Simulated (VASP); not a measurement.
Here is a VASP 6.6.1 calculation.

Contents of INCAR:

```
PREC     = Accurate       # precision mode
ENCUT    = 520            # plane-wave cutoff, eV
EDIFF    = 1E-7           # SCF threshold, eV
ISMEAR   = 0              # smearing method
SIGMA    = 0.15           # smearing width, eV
LREAL    = F              # projectors in reciprocal space
LASPH    = T              # aspherical terms in the spheres
NELM     = 80             # most SCF steps
ALGO     = Normal         # electronic algorithm
ISIF     = 2              # what is computed and relaxed
LWAVE    = F              # write WAVECAR
LCHARG   = F              # write CHGCAR
NBANDS   = 16             # bands
```

The input KPOINTS:

```
Automatic mesh
0
Gamma
  18 18 18
```

The input POSCAR:

```
GaSb
1.0
   -1.6012414262      2.6148363131      2.9264500019
    1.6012414262     -2.6148363131      2.9264500019
    1.6012414262      2.6148363131     -2.9264500019
Ga Sb
1 1
Direct
    0.0000000000      0.0000000000      0.0000000000
    0.5000000000      0.5000000000      0.0000000000
```

Potentials or basis: VASP PAW LDA potentials, release 64 (Ga_d, Sb).

Command:

```console
$ cat potpaw_LDA.64/Ga_d/POTCAR potpaw_LDA.64/Sb/POTCAR > POTCAR
$ mpirun -np 1 vasp_std > vasp.out
```

Question: What does it give for the pressure?

Answer: -5.1 GPa.

Question: Predict the band gap on the k mesh.

Answer: Zero (bands 9 and 10 overlap by 5.00 eV).

Stress tensor (GPa, compression positive):
```
-4.31  0.00  0.00
 0.00 -4.94  0.00
 0.00  0.00 -6.17
```

Caveat: the cell stands under tension; spin-orbit coupling is left out, which moves the levels of the heavy elements.
